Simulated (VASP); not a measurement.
# Ta (Fmmm) in VASP: a series of runs

The runs below take Ta through single point, with r2SCAN.

All numbers are computed with VASP 6.6.1; they aren't measurements. Logs are shortened: lines on timing, memory, paths and dates and some standing lists are left out, and cuts for length are marked.

**1. The cell of the first run**

It takes space group Fmmm (No. 69, orthorhombic). Conventional cell: a = 3.303 Å, b = 4.466 Å, c = 4.875 Å, α = 90.00°, β = 90.00°, γ = 90.00°. Within 3.7 Å of Ta (site symmetry mmm) lie 14 Ta at 2.78 to 3.31 Å.

**2. Single point, r2SCAN (strain +0.0875 x Voigt [0, 0, 0, 0, 0, 1])**

Input file POSCAR:

```
Ta
1.0
   -1.5790365000      1.5790365000      1.6512800000
    1.5790365000     -1.5790365000      1.6512800000
    1.7235235000      1.7235235000     -1.6512800000
Ta
1
Direct
    0.0000000000      0.0000000000      0.0000000000
```

Input file INCAR.step1:

```
SYSTEM = Ta
PREC = Accurate ; ENCUT = 520
ISMEAR = 0 ; SIGMA = 0.15
LREAL = .FALSE. ; LASPH = .TRUE.
NELM = 60 ; NBANDS = 12
GGA = PE ; ALGO = Normal
EDIFF = 1E-4 ; LWAVE = .TRUE.
LCHARG = .FALSE.
```

Input file INCAR.step2:

```
SYSTEM = Ta
PREC = Accurate ; ENCUT = 520
EDIFF = 1E-6 ; ISMEAR = 0
SIGMA = 0.15 ; LREAL = .FALSE.
LASPH = .TRUE. ; NELM = 60
ALGO = Normal ; ISIF = 2
LWAVE = .FALSE. ; LCHARG = .TRUE.
METAGGA = R2SCAN ; LMIXTAU = .TRUE.
LELF = .TRUE. ; LVHAR = .TRUE.
NBANDS = 12 ; ISTART = 1
```

Input file KPOINTS:

```
Automatic mesh
0
G
  20 20 20
  0 0 0
```

Potentials or basis: VASP PAW PBE potentials, release 64 (Ta_pv).

Started as:

```bash
$ cat potpaw_PBE.64/Ta_pv/POTCAR > POTCAR
$ cp INCAR.step1 INCAR
$ mpirun -np 1 vasp_std > vasp.out
$ cp INCAR.step2 INCAR
$ mpirun -np 1 vasp_std > vasp.out
```

OUTCAR:

```text
SYSTEM = Ta
   PREC = Accurate
   ENCUT = 520
   EDIFF = 1E-6
   ISMEAR = 0
   LREAL = .FALSE.
   LASPH = .TRUE.
   NELM = 60
   ISIF = 2
   METAGGA = R2SCAN
   ISTART = 1

 ion  position               nearest neighbor table
   1  0.000  0.000  0.000-

  LATTYP: Found a face centered orthorhombic cell.
 ALAT       =     3.3025600000
 B/A-ratio  =     1.3523417190
 C/A-ratio  =     1.4760854057

  Lattice vectors:

 A1 = (   3.3025600000,   0.1444870000,   0.0000000000)
 A2 = (   1.7235235000,   1.7235235000,   1.6512800000)
 A3 = (   1.5790365000,  -1.5790365000,   1.6512800000)

Analysis of symmetry for initial positions (statically):
=====================================================================
 Subroutine PRICEL returns:
 Original cell was already a primitive cell.

 Routine SETGRP: Setting up the symmetry group for a
 face centered orthorhombic supercell.

 Subroutine GETGRP returns: Found  8 space group operations
 (whereof  8 operations were pure point group operations)
 out of a pool of  8 trial point group operations.

The static configuration has the point symmetry D_2h.

Analysis of symmetry for dynamics (positions and initial velocities):
=====================================================================
 Subroutine PRICEL returns:
 Original cell was already a primitive cell.

 Routine SETGRP: Setting up the symmetry group for a
 face centered orthorhombic supercell.

 Subroutine GETGRP returns: Found  8 space group operations
 (whereof  8 operations were pure point group operations)
 out of a pool of  8 trial point group operations.

The dynamic configuration has the point symmetry D_2h.

 Subroutine INISYM returns: Found  8 space group operations
 (whereof  8 operations are pure point group operations),
 and found     1 'primitive' translations

----------------------------------------------------------------------------------------

                                     Primitive cell

  volume of cell :      17.9759

  direct lattice vectors                    reciprocal lattice vectors
    -1.579036500  1.579036500  1.651280000    -0.013272704  0.303376088  0.302795407
     1.579036500 -1.579036500  1.651280000     0.303376088 -0.013272704  0.302795407
     1.723523500  1.723523500 -1.651280000     0.290103384  0.290103384  0.000000000

  length of vectors
     2.777307721  2.777307721  2.944111436     0.428833620  0.428833620  0.410268140

  position of ions in fractional coordinates (direct lattice)
     0.000000000  0.000000000  0.000000000

  ion indices of the primitive-cell ions
   primitive index   ion index
                 1           1

----------------------------------------------------------------------------------------

 KPOINTS: Automatic mesh

Automatic generation of k-mesh.
 Grid dimensions read from file:
 generate k-points for:   20   20   20

 Generating k-lattice:

  Cartesian coordinates                     Fractional coordinates (reciprocal lattice)
    -0.000663635  0.015168804  0.015139770     0.050000000  0.000000000  0.000000000
     0.015168804 -0.000663635  0.015139770     0.000000000  0.050000000  0.000000000
     0.014505169  0.014505169  0.000000000     0.000000000  0.000000000  0.050000000

  Length of vectors
     0.021441681  0.021441681  0.020513407

  Shift w.r.t. Gamma in fractional coordinates (k-lattice)
     0.000000000  0.000000000  0.000000000

 Subroutine IBZKPT returns following result:
 ===========================================

 Found   1166 irreducible k-points:

 Following reciprocal coordinates:
            Coordinates               Weight
  0.000000  0.000000  0.000000      1.000000
  0.050000 -0.000000 -0.000000      8.000000
  0.100000 -0.000000 -0.000000      8.000000
  0.150000 -0.000000  0.000000      8.000000
  0.200000 -0.000000 -0.000000      8.000000
  0.250000 -0.000000 -0.000000      8.000000
[... 16 lines left out ...]
 -0.400000  0.050000  0.000000      8.000000
 -0.350000  0.050000  0.000000      8.000000
 [... further k-points ...]
   k-points           NKPTS =   1166   k-points in BZ     NKDIM =   1166   number of bands    NBANDS=     12
   number of dos      NEDOS =    301   number of ions     NIONS =      1
   total plane-waves  NPLWV =  13824
   dimension x,y,z NGX =    24 NGY =   24 NGZ =   24
   dimension x,y,z NGXF=    48 NGYF=   48 NGZF=   48
   ions per type =               1
   NGX,Y,Z   is equivalent  to a cutoff of  14.37, 14.37, 13.55 a.u.
   NGXF,Y,Z  is equivalent  to a cutoff of  28.73, 28.73, 27.10 a.u.
 SYSTEM =  Ta
   PREC   = accura    normal or accurate (medium, high low for compatibility)
   ISTART =      1    job   : 0-new  1-cont  2-samecut
   ICHARG =      0    charge: 1-file 2-atom 10-const
   ISPIN  =      1    spin polarized calculation?
   LNONCOLLINEAR =      F non collinear calculations
   LSORBIT =      F    spin-orbit coupling
   LASPH  =      T    aspherical Exc in radial PAW
   ENCUT  =  520.0 eV  38.22 Ry    6.18 a.u.   5.16  5.16  5.47*2*pi/ulx,y,z
   NELM   =     60;   NELMIN=  2; NELMDL=  0     # of ELM steps
   EDIFF  = 0.1E-05   stopping-criterion for ELM
   LREAL  =      F    real-space projection
   EDIFFG = 0.1E-04   stopping-criterion for IOM
   NSW    =      0    number of steps for IOM
   IBRION =     -1    ionic relax: 0-MD 1-quasi-New 2-CG
   NFREE  =      0    steps in history (QN), initial steepest desc. (CG)
   ISIF   =      2    stress and relaxation
   ISYM   =      2    0-nonsym 1-usesym 2-fastsym
   POTIM  = 0.5000    time-step for ionic-motion
   TEBEG  =    0.0;   TEEND  =   0.0 temperature during run
   PSTRESS=    0.0 pullay stress
   NELECT =      11.0000    total number of electrons
   NUPDOWN=      -1.0000    fix difference up-down
   EMIN   =  10.00;   EMAX   =-10.00  energy-range for DOS
   EFERMI =   0.00;   METHOD = LEGACY
   ISMEAR =     0;   SIGMA  =   0.15  broadening in eV -4-tet -1-fermi 0-gaus
   EFERMI_NEDOS =   21; number of points for ismear=-14 and -15
   IALGO  =     38    algorithm
   IMIX   =      4    mixing-type and parameters
     AMIX     =   0.40;   BMIX     =  1.00
     AMIX_MAG =   1.60;   BMIX_MAG =  1.00
  volume/ion in A,a.u.               =      17.98       121.31
  Fermi-wavevector in a.u.,A,eV,Ry     =   1.389875  2.626483 26.283083  1.931752
  Thomas-Fermi vector in A             =   2.513864
   LORBIT       =      0    0 simple, 1 ext, 2 COOP (PROOUT), +10 PAW based schemes
   METAGGA = R2SCAN    functional components
   LHFCALC =     F    Hartree Fock is set to
   AEXX    =    0.0000 exact exchange contribution
   IVDW    =     0    specifies the selected vdW correction
   LEPSILON=     F    determine dielectric tensor
   LRPA    =     F    only Hartree local field effects (RPA)
 non-spin polarized calculation
 Gauss-broadening in eV      SIGMA  =   0.15
  energy-cutoff  :      520.00
  volume of cell :       17.98
 maximum number of plane-waves:       500
 NGX is ok and might be reduce to    24
   NGX = 11   NGY = 11   NGZ = 11

 number of electron      11.0000002 magnetization

 Free energy of the ion-electron system (eV)
  ---------------------------------------------------
  ext. energy  EPLUGINS =         0.00000000
  ---------------------------------------------------
  free energy    TOTEN  =       -48.55497511 eV

  energy without entropy =      -48.54029494  energy(sigma->0) =      -48.54763503

 E-fermi :   5.3391     XC(G=0): -13.7741

 val. band max:        5.3388514576   @ k =  -0.1000  -0.3000   0.2000
 cond. band min:       5.3393564474   @ k =  -0.3000   0.3500   0.1000
 fundamental gap:      0.0005049898
 Fermi energy:         5.3391359518

 k-point     1 :       0.0000    0.0000    0.0000
  band No.  band energies     occupation
      1     -28.9930      2.00000
      2     -28.8352      2.00000
      3     -28.7191      2.00000
      4      -2.9861      2.00000
      5       5.3986      0.57495
      6       5.9467      0.00000
      7       6.9720      0.00000
      8       9.7270      0.00000
      9       9.9977      0.00000
     10      17.5206      0.00000
     11      20.2739      0.00000
     12      21.1843      0.00000

 k-point     2 :       0.0500   -0.0000   -0.0000
  band No.  band energies     occupation
      1     -29.0034      2.00000
      2     -28.8540      2.00000
      3     -28.7345      2.00000
      4      -2.8681      2.00000
      5       5.4127      0.48780
      6       5.9716      0.00000
      7       6.9497      0.00000
      8       9.6183      0.00000
      9       9.9618      0.00000
     10      17.5206      0.00000
     11      20.4812      0.00000
     12      21.4019      0.00000

 k-point     3 :       0.1000   -0.0000   -0.0000
  band No.  band energies     occupation
      1     -29.0427      2.00000
      2     -28.9162      2.00000
      3     -28.7613      2.00000
      4      -2.5241      2.00000
      5       5.3900      0.63149
      6       6.0242      0.00000
      7       6.9554      0.00000
      8       9.3497      0.00000
      9       9.9117      0.00000
     10      17.5205      0.00000
     11      20.9607      0.00000
     12      22.0436      0.00000
[... 286 lines left out ...]
 k-point    23 :      -0.4000    0.0500    0.0000
  band No.  band energies     occupation
      1     -29.9793      2.00000
      2     -29.2234      2.00000
      3     -28.8299      2.00000
      4       0.7630      2.00000
      5       4.0402      2.00000
      6       5.5195      0.08911
      7       9.4600      0.00000
      8      10.3324      0.00000
      9      11.8835      0.00000
     10      17.5176      0.00000
     11      18.9673      0.00000
     12      19.6582      0.00000

 k-point    24 :      -0.3500    0.0500    0.0000
  band No.  band energies     occupation
      1     -29.8314      2.00000
      2     -29.1793      2.00000
      3     -28.8261      2.00000
      4       0.4488      2.00000
      5       4.2940      2.00000
      6       5.1423      1.93652
      7       9.2133      0.00000
      8      10.1079      0.00000
      9      10.8120      0.00000
     10      17.5193      0.00000
     11      19.8624      0.00000
     12      20.9592      0.00000

 [... further k-points ...]
[... 5 lines left out ...]
  --------------------------------------------------------------------------------------
  -------------------------------------------------------------------------------------
  Total        0.1902859      0.1902859      0.3031521     -0.6479578     -0.0000000     -0.0000000
  in kB       16.9600512     16.9600512     27.0197380    -57.7520231     -0.0000000     -0.0000000
  external PRESSURE =      20.3132801 kB  Pullay stress =       0.0000000 kB

 VOLUME and BASIS-vectors are now :
 -----------------------------------------------------------------------------
  energy-cutoff  :      520.00
  volume of cell :       17.98
      direct lattice vectors                 reciprocal lattice vectors
    -1.579036500  1.579036500  1.651280000    -0.013272704  0.303376088  0.302795407
     1.579036500 -1.579036500  1.651280000     0.303376088 -0.013272704  0.302795407
     1.723523500  1.723523500 -1.651280000     0.290103384  0.290103384  0.000000000

 POSITION                                       TOTAL-FORCE (eV/Angst)
 -----------------------------------------------------------------------------------
      0.00000      0.00000      0.00000        -0.000000      0.000000      0.000000
 -----------------------------------------------------------------------------------
    total drift:                                0.000000      0.000000     -0.000000

  FREE ENERGIE OF THE ION-ELECTRON SYSTEM (eV)
  ---------------------------------------------------
  free  energy   TOTEN  =       -48.5549751124 eV

  energy  without entropy=      -48.5402949424  energy(sigma->0) =      -48.54763503
```

Run time: 36 min. Hardware: 1 thread of Oxide Virtual Turin-like, shared host; peak memory 0.32 GiB.

Results:

| Item | Value |
| --- | --- |
| Free energy | -48.5550 eV |
| Pressure | 2.0 GPa |
| Band gap on the k mesh | zero (an odd number of electrons rules out a gap without spin polarisation) |

Stress tensor (GPa, compression positive):
```
 1.70 -5.78  0.00
-5.78  1.70  0.00
 0.00  0.00  2.70
```

Caveat: the cell differs from its parent crystal (strain +0.0875 x Voigt [0, 0, 0, 0, 0, 1]); the PAW data sets were made with another functional, which shifts forces and pressure a little; spin-orbit coupling is left out, which moves the levels of the heavy elements.

**3. Single point, r2SCAN (strain +0.0750 x Voigt [0, 0, 0, 0, 0, 1])**

Input file POSCAR:

```
Ta
1.0
   -1.5893570000      1.5893570000      1.6512800000
    1.5893570000     -1.5893570000      1.6512800000
    1.7132030000      1.7132030000     -1.6512800000
Ta
1
Direct
    0.0000000000      0.0000000000      0.0000000000
```

Input file INCAR.step1:

```
SYSTEM = Ta
ALGO = Normal
EDIFF = 1E-4
ENCUT = 520
GGA = PE
ISMEAR = 0
LASPH = .True.
LCHARG = .False.
LREAL = .False.
LWAVE = .True.
NBANDS = 12
NELM = 100
PREC = Accurate
SIGMA = 0.15
```

Input file INCAR.step2:

```
SYSTEM = Ta
ALGO = Normal
EDIFF = 1E-7
ENCUT = 520
ISIF = 2
ISMEAR = 0
ISTART = 1
LASPH = .True.
LCHARG = .False.
LMIXTAU = .True.
LREAL = .False.
LWAVE = .False.
METAGGA = R2SCAN
NBANDS = 12
NELM = 100
PREC = Accurate
SIGMA = 0.15
```

Input file KPOINTS:

```
k-points
0
Gamma
  20 20 20
  0 0 0
```

Potentials or basis: VASP PAW PBE potentials, release 64 (Ta_pv).

Started as:

```bash
$ cat potpaw_PBE.64/Ta_pv/POTCAR > POTCAR
$ cp INCAR.step1 INCAR
$ mpirun -np 1 vasp_std > vasp.out
$ cp INCAR.step2 INCAR
$ mpirun -np 1 vasp_std > vasp.out
```

Wall time 35 min (1 thread of Oxide Virtual Turin-like, shared host); peak memory 0.31 GiB.

Results (log left out):

```
Free energy            : -48.5628 eV
Pressure               : 1.8 GPa
Band gap on the k mesh : zero (an odd number of electrons rules out a gap without spin polarisation)
```

Stress tensor (GPa, compression positive):
```
 1.63 -5.22  0.00
-5.22  1.63  0.00
 0.00  0.00  2.24
```

Levels at points of the mesh, in eV from the Fermi level:
```csv
k point,band 2,band 3,band 4,band 5,band 6,band 7,band 8,band 9,band 10,band 11
"(0.00, 0.00, 0.00)",-34.19,-34.09,-8.32,0.17,0.67,1.52,4.37,4.58,12.16,15.05
"(0.50, 0.00, 0.00)",-34.62,-34.17,-4.55,-1.60,1.49,4.27,5.27,7.98,12.14,12.46
"(0.50, 0.50, 0.00)",-34.73,-34.29,-4.48,-1.39,2.13,3.77,4.63,8.64,11.98,12.15
"(0.00, 0.00, 0.50)",-34.48,-34.12,-4.67,-1.80,0.89,4.80,5.87,7.69,11.48,12.17
"(0.50, 0.50, 0.50)",-35.08,-34.94,-3.98,-3.91,6.36,7.03,7.95,8.66,9.03,9.54
```

Caveat: the cell differs from its parent crystal (strain +0.0750 x Voigt [0, 0, 0, 0, 0, 1]); the PAW data sets were made with another functional, which shifts forces and pressure a little; spin-orbit coupling is left out, which moves the levels of the heavy elements.
